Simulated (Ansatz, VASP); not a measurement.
# Two plane-wave programs on Zn

Contents of INCAR:

```
SYSTEM = Zn
PREC = Accurate
ENCUT = 520
EDIFF = 1E-6
ISMEAR = 0
SIGMA = 0.05
LREAL = .FALSE.
LASPH = .TRUE.
NELM = 100
ALGO = Normal
ISIF = 2
LWAVE = .FALSE.
LCHARG = .FALSE.
GGA = CA
NBANDS = 12
```

File KPOINTS:

```
Automatic mesh
0
G
  16 16 16
  0 0 0
```

Contents of POSCAR:

```
Zn
1.0
   -1.5370068493      1.5370068493      1.5370068493
    1.5370068493     -1.5370068493      1.5370068493
    1.5370068493      1.5370068493     -1.5370068493
Zn
1
Direct
    0.0000000000      0.0000000000      0.0000000000
```

Input for Ansatz:

```yaml
crystal:
  lattice:
    - [-1.5370068493, 1.5370068493, 1.5370068493]
    - [1.5370068493, -1.5370068493, 1.5370068493]
    - [1.5370068493, 1.5370068493, -1.5370068493]
  atoms:
    - { symbol: Zn, position: [0.0, 0.0, 0.0] }
basis:
  ecutwfc: 420
  fft_grid_basis: typed
kpoints:
  mp_grid: { grid: [16, 16, 16] }
hamiltonian:
  xc: lda
  pseudopotentials: { kind: paw }
scf:
  occupations: { method: gaussian, width: 0.05 }
output:
  forces: true
  stress: true
  eigenvalues: true
  bader: true
  write_density: true
  volumetric_format: npy
  elf: true
```

Alike in both runs: task single point; functional LDA; k mesh 16 × 16 × 16; occupations gaussian, width 0.05 eV; no spin polarisation.

|  | VASP | Ansatz |
| --- | --- | --- |
| version | VASP 6.6.1 | Ansatz 0.2.0 |
| potentials or method | VASP PAW LDA potentials, release 64 (Zn), cutoff 520 eV | scalar-relativistic, plane waves, PAW |
| valence electrons in the cell | 12 | 12 |

```tsv
	VASP	Ansatz	Ansatz less VASP
gap on the k mesh at the Fermi level (eV)	none	none	-
pressure (GPa)	-3.9	-4.5	-0.53
```

LDA's correlation is that of Perdew and Zunger in VASP and of Perdew and Wang (1992) in Ansatz. A gap of «none» marks a metal or a gap that the smearing closes.
